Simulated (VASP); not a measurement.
ZnS: single point with r2SCAN

Crystal: ZnS.

```xyz
4
Lattice="3.8065 0.0000 0.0000 -1.9033 3.2965 0.0000 0.0000 0.0000 6.3697" Properties=species:S:1:pos:R:3 pbc="T T T"
Zn    0.0000    2.1977    0.0122
Zn    1.9033    1.0988    3.1971
S     0.0000    2.1977    2.3764
S     1.9033    1.0988    5.5613
```

This cell differs from its parent crystal: strain along c alone, the other axes held: +2.0 %, then relaxed in part.

```
Program                : VASP 6.6.1
Task                   : single point
Functional             : r2SCAN
Potentials or basis    : VASP PAW PBE potentials, release 64 (Zn, S)
Cutoff                 : 520 eV
k mesh                 : 6 × 6 × 4
Occupations            : gaussian, width 0.02 eV
Spin                   : no spin polarisation
Dipole correction      : no
Further INCAR settings : ALGO = Normal; EDIFF = 1e-06; NBANDS = 26
```

| Item | Value |
| --- | --- |
| Pressure | -1.5 GPa |
| Largest force | 0.009 eV/Å |
| Band gap on the k mesh | 2.62 eV, direct |

Forces on the atoms (eV/Å):
```
Zn   0.000  0.000 -0.009
Zn   0.000  0.000 -0.009
S    0.000  0.000  0.009
S    0.000  0.000  0.009
```

Stress tensor (GPa, compression positive):
```
-0.77  0.00  0.00
 0.00 -0.77  0.00
 0.00  0.00 -2.88
```

Levels at points of the mesh, in eV from the valence-band top:
| k point | band 16 | band 17 | band 18 | band 19 | band 20 | band 21 |
| --- | --- | --- | --- | --- | --- | --- |
| (0.00, 0.00, 0.00) | -0.18 | 0.00 | 0.00 | 2.62 | 3.73 | 6.88 |
| (0.50, 0.00, 0.00) | -2.20 | -1.73 | -0.90 | 4.13 | 4.65 | 5.34 |
| (0.00, 0.00, 0.50) | -0.44 | -0.44 | -0.44 | 4.11 | 4.11 | 7.17 |
| (0.50, 0.00, 0.50) | -1.74 | -1.59 | -1.59 | 3.87 | 3.87 | 5.63 |

It took 4.3 min on 1 thread of AMD EPYC 7R13 (shared host), peak memory 0.19 GiB.

Caveat: the cell differs from its parent crystal (strain along c alone, the other axes held: +2.0 %, then relaxed in part); the PAW data sets were made with another functional, which shifts forces and pressure a little.
